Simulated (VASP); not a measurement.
# B (R-3m) in VASP: further runs

Runs on B. Level: PBE. Tasks: relaxation of cell and atoms, single point.

Everything below comes from runs of VASP 6.6.1. Logs are shortened: lines on timing, memory, paths and dates and some standing lists are left out, and cuts for length are marked.

### 1 The cell of the first run

It takes space group R-3m (No. 166, trigonal). The conventional cell has a = 2.891 Å, b = 2.891 Å, c = 8.351 Å, α = 90.00°, β = 90.00°, γ = 120.00°. Within 2.2 Å of B (site symmetry -3m) lie 8 B at 1.65 to 2.02 Å. B (site symmetry 3m) has 7 B at 1.65 to 2.02 Å within 2.2 Å.

### 2 Relaxation of cell and atoms, PBE

Input file INCAR:

```
  PREC = Accurate
  ENCUT = 600
  EDIFF = 1E-6
  ISMEAR = 0
  SIGMA = 0.1
  LREAL = F
  LASPH = T
  NELM = 80
  ALGO = Normal
  ISIF = 3
  LWAVE = F
  LCHARG = F
  GGA = PE
  IBRION = 2
  NSW = 90
  EDIFFG = -0.04
```

Input file KPOINTS:

```
Automatic mesh
0
Gamma
  9 9 9
```

Input file POSCAR:

```
B
1.0
    1.4456162645      0.8346269394      2.7837566312
   -1.4456162645      0.8346269394      2.7837566312
    0.0000000000     -1.6692538789      2.7837566312
B
3
Direct
    0.0000000000      0.0000000000      0.0000000000
    0.1970747180      0.1970747180      0.1970747180
    0.8029252820      0.8029252820      0.8029252820
```

Potentials or basis: VASP PAW PBE potentials, release 64 (B).

Run with:

```
cat potpaw_PBE.64/B/POTCAR > POTCAR
mpirun -np 1 vasp_std > vasp.out
```

OUTCAR:

```text
PREC = Accurate
   ENCUT = 600
   EDIFF = 1E-6
   ISMEAR = 0
   LREAL = F
   LASPH = T
   NELM = 80
   ISIF = 3
   GGA = PE
   IBRION = 2
   NSW = 90
   EDIFFG = -0.04

 ion  position               nearest neighbor table
   1  0.000  0.000  0.000-   2 1.65   3 1.65   3 2.02   2 2.02   3 2.02   3 2.02   2 2.02   2 2.02

   2  0.197  0.197  0.197-   1 1.65   3 1.74   3 1.74   3 1.74   1 2.02   1 2.02   1 2.02
   3  0.803  0.803  0.803-   1 1.65   2 1.74   2 1.74   2 1.74   1 2.02   1 2.02   1 2.02

  LATTYP: Found a trigonal (rhomboedric) cell.
 ALAT       =     3.2458757669
 COS(alpha) =     0.6032908111

  Lattice vectors:

 A1 = (   1.4456162645,   0.8346269394,   2.7837566312)
 A2 = (  -1.4456162645,   0.8346269394,   2.7837566312)
 A3 = (   0.0000000000,  -1.6692538789,   2.7837566312)

Analysis of symmetry for initial positions (statically):
=====================================================================
 Subroutine PRICEL returns:
 Original cell was already a primitive cell.

 Routine SETGRP: Setting up the symmetry group for a
 trigonal (rhombohedral) supercell.

 Subroutine GETGRP returns: Found 12 space group operations
 (whereof 12 operations were pure point group operations)
 out of a pool of 12 trial point group operations.

The static configuration has the point symmetry D_3d.

Analysis of symmetry for dynamics (positions and initial velocities):
=====================================================================
 Subroutine PRICEL returns:
 Original cell was already a primitive cell.

 Routine SETGRP: Setting up the symmetry group for a
 trigonal (rhombohedral) supercell.

 Subroutine GETGRP returns: Found 12 space group operations
 (whereof 12 operations were pure point group operations)
 out of a pool of 12 trial point group operations.

The dynamic configuration has the point symmetry D_3d.

 Subroutine INISYM returns: Found 12 space group operations
 (whereof 12 operations are pure point group operations),
 and found     1 'primitive' translations

----------------------------------------------------------------------------------------

                                     Primitive cell

  volume of cell :      20.1525

[... 94 lines left out ...]
   IBRION =      2    ionic relax: 0-MD 1-quasi-New 2-CG
   NFREE  =      1    steps in history (QN), initial steepest desc. (CG)
   ISIF   =      3    stress and relaxation
   ISYM   =      2    0-nonsym 1-usesym 2-fastsym
   POTIM  = 0.5000    time-step for ionic-motion
   TEBEG  =    0.0;   TEEND  =   0.0 temperature during run
   PSTRESS=    0.0 pullay stress
   NELECT =       9.0000    total number of electrons
   NUPDOWN=      -1.0000    fix difference up-down
   EMIN   =  10.00;   EMAX   =-10.00  energy-range for DOS
   EFERMI =   0.00;   METHOD = LEGACY
   ISMEAR =     0;   SIGMA  =   0.10  broadening in eV -4-tet -1-fermi 0-gaus
   EFERMI_NEDOS =   21; number of points for ismear=-14 and -15
   IALGO  =     38    algorithm
   IMIX   =      4    mixing-type and parameters
     AMIX     =   0.40;   BMIX     =  1.00
     AMIX_MAG =   1.60;   BMIX_MAG =  1.00
  volume/ion in A,a.u.               =       6.72        45.33
  Fermi-wavevector in a.u.,A,eV,Ry     =   1.251353  2.364713 21.305135  1.565883
  Thomas-Fermi vector in A             =   2.385304
   LORBIT       =      0    0 simple, 1 ext, 2 COOP (PROOUT), +10 PAW based schemes
   GGA     = PE    functional components
   LHFCALC =     F    Hartree Fock is set to
   AEXX    =    0.0000 exact exchange contribution
   IVDW    =     0    specifies the selected vdW correction
   LEPSILON=     F    determine dielectric tensor
   LRPA    =     F    only Hartree local field effects (RPA)
 conjugate gradient relaxation of ions
 non-spin polarized calculation
 Gauss-broadening in eV      SIGMA  =   0.10
  energy-cutoff  :      600.00
  volume of cell :       20.15
 maximum number of plane-waves:       701
 NGX is ok and might be reduce to    28
   NGX = 13   NGY = 13   NGZ = 13

 number of electron       9.0000000 magnetization

 Free energy of the ion-electron system (eV)
  ---------------------------------------------------
  ext. energy  EPLUGINS =         0.00000000
  ---------------------------------------------------
  free energy    TOTEN  =       -19.04330760 eV

  energy without entropy =      -19.04111265  energy(sigma->0) =      -19.04221013

 E-fermi :   7.3308     XC(G=0): -12.1231

 val. band max:        7.2977499740   @ k =  -0.3333   0.1111   0.0000
 cond. band min:       7.4146313778   @ k =   0.3333   0.1111  -0.0000
 fundamental gap:      0.1168814037
 Fermi energy:         7.3307815760

 k-point     1 :       0.0000    0.0000    0.0000
  band No.  band energies     occupation
      1      -9.1206      2.00000
      2       2.4259      2.00000
      3       7.4523      0.08579
      4       7.4523      0.08579
      5       8.5668      0.00000
      6      10.7798      0.00000
      7      10.7798      0.00000
      8      15.7938      0.00000
[... 243 lines left out ...]
 k-point    24 :       0.4444    0.4444    0.0000
  band No.  band energies     occupation
      1      -4.3819      2.00000
      2      -2.0969      2.00000
      3       1.8147      2.00000
      4       2.4479      2.00000
      5       4.0104      2.00000
      6      10.6134      0.00000
      7      16.9461      0.00000
      8      17.6495      0.00000

 [... further k-points ...]

------------------------ aborting loop because EDIFF is reached ----------------------------------------

  FORCE on cell =-STRESS in cart. coord.  units (eV):
  Direction    XX          YY          ZZ          XY          YZ          ZX
  --------------------------------------------------------------------------------------
  -------------------------------------------------------------------------------------
  Total        0.0050987      0.0050987      0.0433790      0.0000000     -0.0000000     -0.0000000
  in kB        0.4053603      0.4053603      3.4487498      0.0000000     -0.0000000     -0.0000000
  external PRESSURE =       1.4198234 kB  Pullay stress =       0.0000000 kB

 VOLUME and BASIS-vectors are now :
 -----------------------------------------------------------------------------
  energy-cutoff  :      600.00
  volume of cell :       20.15
      direct lattice vectors                 reciprocal lattice vectors
     1.445616264  0.834626939  2.783756631     0.345873253  0.199690016  0.119742268
    -1.445616264  0.834626939  2.783756631    -0.345873253  0.199690016  0.119742268
     0.000000000 -1.669253879  2.783756631     0.000000000 -0.399380031  0.119742268

 POSITION                                       TOTAL-FORCE (eV/Angst)
 -----------------------------------------------------------------------------------
      0.00000      0.00000      0.00000         0.000000      0.000000     -0.000000
      0.00000     -0.00000      1.64582         0.000000     -0.000000      0.019115
      0.00000     -0.00000      6.70545         0.000000      0.000000     -0.019115
 -----------------------------------------------------------------------------------
    total drift:                               -0.000000      0.000000     -0.000000

  FREE ENERGIE OF THE ION-ELECTRON SYSTEM (eV)
  ---------------------------------------------------
  free  energy   TOTEN  =       -19.0433076015 eV

  energy  without entropy=      -19.0411126543  energy(sigma->0) =      -19.04221013

 reached required accuracy - stopping structural energy minimisation
```

OSZICAR:

```text
N       E                     dE             d eps       ncg     rms          rms(c)
DAV:   1     0.119346302842E+02    0.11935E+02   -0.49718E+03  1368   0.110E+03
DAV:   2    -0.195079684881E+02   -0.31443E+02   -0.30464E+02  2024   0.156E+02
DAV:   3    -0.198277449906E+02   -0.31978E+00   -0.31879E+00  1648   0.183E+01
DAV:   4    -0.198287361362E+02   -0.99115E-03   -0.99110E-03  2160   0.635E-01
DAV:   5    -0.198287363549E+02   -0.21870E-06   -0.21906E-06  1648   0.841E-03    0.517E+00
DAV:   6    -0.192063937992E+02    0.62234E+00   -0.90230E-01  1592   0.634E+00    0.283E+00
DAV:   7    -0.190462514832E+02    0.16014E+00   -0.46076E-01  1720   0.480E+00    0.784E-01
DAV:   8    -0.190432833631E+02    0.29681E-02   -0.24043E-02  1696   0.132E+00    0.189E-01
DAV:   9    -0.190433877530E+02   -0.10439E-03   -0.23011E-03  1776   0.375E-01    0.460E-02
DAV:  10    -0.190433020345E+02    0.85718E-04   -0.47788E-04  1760   0.144E-01    0.111E-02
DAV:  11    -0.190433077974E+02   -0.57629E-05   -0.17271E-05  1840   0.415E-02    0.296E-03
DAV:  12    -0.190433076015E+02    0.19590E-06   -0.15155E-06  1056   0.878E-03
   1 F= -.19043308E+02 E0= -.19042210E+02  d E =-.190433E+02
```

It took 56 s on 1 thread of AMD EPYC 7R13, shared host; peak memory 0.12 GiB.

Results:

- Free energy: -19.0433 eV
- Pressure after relaxing: 0.1 GPa
- Largest force after relaxing: 0.019 eV/Å

Forces in eV/Å, atoms in the order of the input:
```
B    0.000  0.000  0.000
B    0.000  0.000  0.019
B    0.000  0.000 -0.019
```

Final structure:
```cif
data_structure
_symmetry_space_group_name_H-M 'P 1'
_symmetry_Int_Tables_number 1
_cell_length_a 3.2459
_cell_length_b 3.2459
_cell_length_c 3.2459
_cell_angle_alpha 52.894
_cell_angle_beta 52.894
_cell_angle_gamma 52.894
_cell_volume 20.15
loop_
_atom_site_label
_atom_site_type_symbol
_atom_site_fract_x
_atom_site_fract_y
_atom_site_fract_z
_atom_site_occupancy
B1 B 0.00000 0.00000 0.00000 1
B2 B 0.19707 0.19707 0.19707 1
B3 B 0.80293 0.80293 0.80293 1
```

Caveat: the relaxation stopped at its first step, so nothing moved.

### 3 Single point, PBE

Input file INCAR:

```
SYSTEM = B
ALGO = Normal
EDIFF = 1E-7
ENCUT = 520
GGA = PE
ISIF = 2
ISMEAR = 0
LASPH = .TRUE.
LCHARG = .TRUE.
LELF = .TRUE.
LREAL = .FALSE.
LVHAR = .TRUE.
LWAVE = .FALSE.
NBANDS = 12
NELM = 80
PREC = Accurate
SIGMA = 0.1
```

Input file KPOINTS:

```
k-points
0
G
  21 21 21
  0 0 0
```

Input file POSCAR:

```
B
1.0
    1.4454652987      0.8345397793      2.7818124082
   -1.4454652987      0.8345397793      2.7818124082
    0.0000000000     -1.6690795586      2.7818124082
B
3
Direct
    0.0000000000      0.0000000000      0.0000000000
    0.1972868421      0.1972868421      0.1972868421
    0.8027131579      0.8027131579      0.8027131579
```

Potentials or basis: VASP PAW PBE potentials, release 64 (B).

Run with:

```
cat potpaw_PBE.64/B/POTCAR > POTCAR
mpirun -np 1 vasp_std > vasp.out
```

Wall time 5.7 min (1 thread of AMD EPYC 7R13, shared host); peak memory 0.24 GiB.

The run converged. Its results:

```yaml
Free_energy: -19.0477 eV
Pressure: 0.1 GPa
Largest_force: 0.012 eV/Å
```

Forces on the atoms (eV/Å):
```
B    0.000  0.000  0.000
B    0.000  0.000  0.012
B    0.000  0.000 -0.012
```

Stress tensor (GPa, compression positive):
```
0.03 0.00 0.00
0.00 0.03 0.00
0.00 0.00 0.20
```

Levels at points of the mesh, in eV from the Fermi level:
```
           k point  band 1  band 2  band 3  band 4  band 5  band 6  band 7  band 8  band 9
(0.00, 0.00, 0.00)  -16.53   -4.96    0.06    0.06    1.15    3.38    3.38    8.39    8.39
```
